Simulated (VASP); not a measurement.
Input of a VASP 6.6.1 run:

The input INCAR:

```
PREC     = Accurate       # precision mode
ENCUT    = 520            # plane-wave cutoff, eV
EDIFF    = 1E-6           # SCF threshold, eV
ISMEAR   = -1             # smearing method
SIGMA    = 0.08           # smearing width, eV
LREAL    = False          # projectors in reciprocal space
LASPH    = True           # aspherical terms in the spheres
NELM     = 150            # most SCF steps
ALGO     = Normal         # electronic algorithm
ISIF     = 2              # what is computed and relaxed
LWAVE    = False          # write WAVECAR
LCHARG   = False          # write CHGCAR
LMAXMIX  = 4              # l up to which the mixer works
LDAU     = True           # DFT+U
LDAUTYPE = 2            
LDAUL    = 2              # shell
LDAUU    = 6              # U, eV
LDAUJ    = 0            
LDAUPRINT= 1            
GGA      = PE             # functional
NBANDS   = 13             # bands
```

File KPOINTS:

```
regular mesh
0
Gamma
  18 18 16
```

The input POSCAR:

```
Mo
1.0
    2.7721062516      0.0000000000      0.0000000000
   -1.3860531258      2.4007144359      0.0000000000
    0.0000000000      0.0000000000      2.5241163050
Mo
1
Direct
    0.0000000000      0.0000000000      0.0000000000
```

Potentials or basis: VASP PAW PBE potentials, release 64 (Mo_sv).

Run with:

```sh
$ cat potpaw_PBE.64/Mo_sv/POTCAR > POTCAR
$ mpirun -np 1 vasp_std > vasp.out
```

(1) Estimate the pressure.

(2) Predict the band gap on the k mesh.

## Answers

(1) 14.2 GPa.

(2) zero (bands 7 and 8 overlap by 1.91 eV).

Caveat: the stress differs along the axes, from 3 to 36 GPa; U without spin polarisation on a metal has little footing; the U is typed as a test and isn't derived for this compound.
